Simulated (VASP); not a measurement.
A run of VASP 6.6.1 is set up as follows.

File INCAR:

```
SYSTEM = Al2Cu
  ALGO = Fast
  EDIFF = 1E-6
  ENCUT = 520
  GGA = PS
  ISIF = 2
  ISMEAR = 0
  LASPH = .True.
  LCHARG = .True.
  LELF = .True.
  LREAL = .False.
  LVHAR = .True.
  LWAVE = .False.
  NBANDS = 16
  NELM = 100
  PREC = Accurate
  SIGMA = 0.15
```

The input KPOINTS:

```
k-points
0
Gamma
  16 16 16
  0 0 0
```

Contents of POSCAR:

```
Al2Cu
1.0
   -2.0246315468      2.0246315468      2.8630136658
    2.0246315468     -2.0246315468      2.8630136658
    2.0246315468      2.0246315468     -2.8630136658
Al Cu
2 1
Direct
    0.7500000000      0.2500000000      0.5000000000
    0.2500000000      0.7500000000      0.5000000000
    0.4476076549      0.3735201004     -0.0740875545
```

Potentials or basis: VASP PAW PBE potentials, release 64 (Al, Cu).

Run with:

```sh
$ cat potpaw_PBE.64/Al/POTCAR potpaw_PBE.64/Cu/POTCAR > POTCAR
$ mpirun -np 1 vasp_std > vasp.out
```

(1) Estimate the band gap on the k mesh.

(2) Predict the pressure.

(3) Predict the largest force.

Results:

(1) zero (an odd number of electrons rules out a gap without spin polarisation).

(2) 7.4 GPa.

(3) 4.334 eV/Å.

Caveat: the cell differs from its parent crystal (atom 3 (Cu) moved by (-0.300, -0.300) A along x and z); the stress differs along the axes, from 4 to 13 GPa; the PAW data sets were made with another functional, which shifts forces and pressure a little.
